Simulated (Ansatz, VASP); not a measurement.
# Pd in VASP and in Ansatz

```
Pd
1.0
     2.86642    0.00000    0.00000
    -1.43321    2.48239    0.00000
     0.00000    0.00000    4.78170
Pd
2
Direct
  0.33333 0.66667 0.25000
  0.66667 0.33333 0.75000
```

Alike in both runs: task single point; functional revPBE; k mesh 15 × 15 × 8; occupations fermi-dirac, width 0.05 eV; collinear spin.

```csv
,VASP,Ansatz
version,VASP 6.6.1,Ansatz 0.2.0
potentials or method,"VASP PAW PBE potentials, release 64 (Pd), cutoff 520 eV","plane waves (420 eV) with PAW, scalar-relativistic"
valence electrons in the cell,20,36
```

VASP gave:

| Property | Result |
| --- | --- |
| pressure (GPa) | -9.5 |
| traceless stress, the component that is largest in VASP (GPa) | -0.15 |
| net moment per atom (μB) | 0.38 |
| size of the moment on the site where the two differ most (μB) | 0.39 |

Q: Estimate Ansatz's values.

A: Pressure (GPa): -9.4; traceless stress, the component that is largest in VASP (GPa): -0.11; net moment per atom (μB): 0.38; size of the moment on the site where the two differ most (μB): 0.40.

VASP's potentials were made for PBE, not for revPBE. Site moments also hang on the region over which each program counts them. VASP's potentials hold 20 valence electrons a cell and Ansatz's 36, so a difference there can come from the potentials and not from the codes.
